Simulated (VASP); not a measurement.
# Al (Fm-3m) in VASP: notebook, part 2 of 2

VASP 6.6.1.

### 3 Single point, PBE (volume scaled by 0.96)

The input, INCAR:

```
SYSTEM = Al
ALGO     = Normal         ! electronic algorithm
EDIFF    = 1E-6           ! SCF threshold, eV
ENCUT    = 520            ! plane-wave cutoff, eV
GGA      = PE             ! functional
ISIF     = 2              ! what is computed and relaxed
ISMEAR   = -1             ! smearing method
LASPH    = .TRUE.         ! aspherical terms in the spheres
LCHARG   = .FALSE.        ! write CHGCAR
LREAL    = .FALSE.        ! projectors in reciprocal space
LWAVE    = .FALSE.        ! write WAVECAR
NBANDS   = 8              ! bands
NELM     = 100            ! most SCF steps
PREC     = Accurate       ! precision mode
SIGMA    = 0.05           ! smearing width, eV
```

The input, KPOINTS:

```
k-points
0
G
  14 14 14
  0 0 0
```

The input, POSCAR:

```
Al
1.0
    0.0000000000      1.9966255657      1.9966255657
    1.9966255657      0.0000000000      1.9966255657
    1.9966255657      1.9966255657      0.0000000000
Al
1
Direct
    0.0000000000      0.0000000000      0.0000000000
```

Potentials or basis: VASP PAW PBE potentials, release 64 (Al).

On the command line:

```bash
$ cat potpaw_PBE.64/Al/POTCAR > POTCAR
$ mpirun -np 1 vasp_std > vasp.out
```

OUTCAR:

```text
SYSTEM = Al
   EDIFF = 1E-6
   ENCUT = 520
   GGA = PE
   ISIF = 2
   ISMEAR = -1
   LASPH = .TRUE.
   LREAL = .FALSE.
   NELM = 100
   PREC = Accurate

 ion  position               nearest neighbor table
   1  0.000  0.000  0.000-

  LATTYP: Found a face centered cubic cell.
 ALAT       =     3.9932511314

  Lattice vectors:

 A1 = (   0.0000000000,   1.9966255657,   1.9966255657)
 A2 = (   1.9966255657,   0.0000000000,   1.9966255657)
 A3 = (   1.9966255657,   1.9966255657,   0.0000000000)

Analysis of symmetry for initial positions (statically):
[... 435 lines left out ...]
      3      17.0251      0.00000
      4      18.4941      0.00000
      5      19.0690      0.00000
      6      23.0346      0.00000
      7      26.9854      0.00000
      8      27.5890      0.00000

 [... further k-points ...]
[... 5 lines left out ...]
  --------------------------------------------------------------------------------------
  -------------------------------------------------------------------------------------
  Total        0.2696432      0.2696432      0.2696432      0.0000000      0.0000000      0.0000000
  in kB       27.1381452     27.1381452     27.1381452      0.0000000      0.0000000      0.0000000
  external PRESSURE =      27.1381452 kB  Pullay stress =       0.0000000 kB

 VOLUME and BASIS-vectors are now :
 -----------------------------------------------------------------------------
  energy-cutoff  :      520.00
  volume of cell :       15.92
      direct lattice vectors                 reciprocal lattice vectors
     0.000000000  1.996625566  1.996625566    -0.250422517  0.250422517  0.250422517
     1.996625566  0.000000000  1.996625566     0.250422517 -0.250422517  0.250422517
     1.996625566  1.996625566  0.000000000     0.250422517  0.250422517 -0.250422517

 POSITION                                       TOTAL-FORCE (eV/Angst)
 -----------------------------------------------------------------------------------
      0.00000      0.00000      0.00000         0.000000      0.000000      0.000000
 -----------------------------------------------------------------------------------
    total drift:                               -0.000000     -0.000000      0.000000

  FREE ENERGIE OF THE ION-ELECTRON SYSTEM (eV)
  ---------------------------------------------------
  free  energy   TOTEN  =        -3.7359063731 eV

  energy  without entropy=       -3.7320117097  energy(sigma->0) =       -3.73395904
```

stdout:

```text
POSCAR found type information on POSCAR Al
 POSCAR found :  1 types and       1 ions
 scaLAPACK will be used
 LDA part: xc-table for (Slater+PW92), standard interpolation
 POSCAR, INCAR and KPOINTS ok, starting setup
 FFT: planning ... GRIDC
 FFT: planning ... GRID_SOFT
 FFT: planning ... GRID
 WAVECAR not read
 entering main loop
```

It took 7 s on 1 thread of Intel Xeon Platinum 8488C (Sapphire Rapids), shared host; peak memory 0.13 GiB.

Results:

- Free energy: -3.7359 eV
- Pressure: 2.7 GPa

Levels at points of the mesh, in eV from the Fermi level:
```csv
k point,band 1,band 2,band 3,band 4,band 5
"(0.00, 0.00, 0.00)",-11.35,12.85,12.85,12.85,14.62
"(0.50, 0.00, 0.00)",-4.70,-4.40,11.66,11.66,11.83
"(0.50, 0.50, 0.00)",-2.98,-1.58,5.30,5.80,5.80
```

### 4 Single point, PBE (volume scaled by 0.98)

The input, INCAR:

```
SYSTEM = Al
ALGO = Normal ; EDIFF = 1E-7
ENCUT = 520 ; GGA = PE
ISIF = 2 ; ISMEAR = -1
LASPH = .True. ; LCHARG = .True.
LELF = .True. ; LREAL = .False.
LVHAR = .True. ; LWAVE = .False.
NBANDS = 8 ; NELM = 80
PREC = Accurate ; SIGMA = 0.05
```

The input, KPOINTS:

```
k-points
0
Gamma
  14 14 14
  0 0 0
```

The input, POSCAR:

```
Al
1.0
    0.0000000000      2.0103958323      2.0103958323
    2.0103958323      0.0000000000      2.0103958323
    2.0103958323      2.0103958323      0.0000000000
Al
1
Direct
    0.0000000000      0.0000000000      0.0000000000
```

On the command line:

```bash
$ cat potpaw_PBE.64/Al/POTCAR > POTCAR
$ mpirun -np 1 vasp_std > vasp.out
```

Run time: 8.8 s. Hardware: 1 thread of Intel Xeon Platinum 8488C (Sapphire Rapids), shared host; peak memory 0.14 GiB.

Results (log left out):

| Property | Result |
| --- | --- |
| Free energy | -3.7397 eV |
| Pressure | 0.9 GPa |

Levels at points of the mesh, in eV from the Fermi level:
```tsv
k point	band 1	band 2	band 3	band 4
(0.00, 0.00, 0.00)	-11.21	12.74	12.74	12.74
(0.50, 0.00, 0.00)	-4.62	-4.37	11.56	11.56
(0.50, 0.50, 0.00)	-2.93	-1.57	5.29	5.70
```

### 5 Single point, PBE (volume scaled by 1.02)

The input, INCAR:

```
SYSTEM = Al
  PREC = Accurate
  ENCUT = 520
  EDIFF = 1E-7
  ISMEAR = -1
  SIGMA = 0.05
  LREAL = .FALSE.
  LASPH = .TRUE.
  NELM = 80
  ALGO = Normal
  ISIF = 2
  LWAVE = .FALSE.
  LCHARG = .FALSE.
  GGA = PE
  NBANDS = 8
```

The input, KPOINTS:

```
regular mesh
0
G
  14 14 14
  0 0 0
```

The input, POSCAR:

```
Al
1.0
    0.0000000000      2.0373842317      2.0373842317
    2.0373842317      0.0000000000      2.0373842317
    2.0373842317      2.0373842317      0.0000000000
Al
1
Direct
    0.0000000000      0.0000000000      0.0000000000
```

On the command line:

```bash
$ cat potpaw_PBE.64/Al/POTCAR > POTCAR
$ mpirun -np 1 vasp_std > vasp.out
```

It took 7.4 s on 1 thread of Intel Xeon Platinum 8488C (Sapphire Rapids), shared host; peak memory 0.14 GiB.

It converged, with:

```
Free energy : -3.7371 eV
Pressure    : -2.1 GPa
```

Levels at points of the mesh, in eV from the Fermi level:
| k point | band 1 | band 2 | band 3 | band 4 |
| --- | --- | --- | --- | --- |
| (0.00, 0.00, 0.00) | -10.94 | 12.51 | 12.51 | 12.51 |
| (0.50, 0.00, 0.00) | -4.47 | -4.32 | 11.17 | 11.17 |
| (0.50, 0.50, 0.00) | -2.84 | -1.57 | 5.28 | 5.50 |

### 6 The runs side by side

```csv
cell,gap on the mesh (eV),pressure (GPa)
"a = 2.862 Å, angles 60.0°, 1 atom",none,-0.6
"a = 2.824 Å, angles 60.0°, 1 atom",none,2.7
"a = 2.843 Å, angles 60.0°, 1 atom",none,0.9
"a = 2.881 Å, angles 60.0°, 1 atom",none,-2.1
```

Alike in all rows: task single point; level PBE; potentials or basis VASP PAW PBE potentials, release 64 (Al); no spin polarisation; k mesh 14 × 14 × 14; cutoff (eV) 520; smearing fermi-dirac 0.05 eV.

Absolute energies hang on the potentials; compare differences alone.
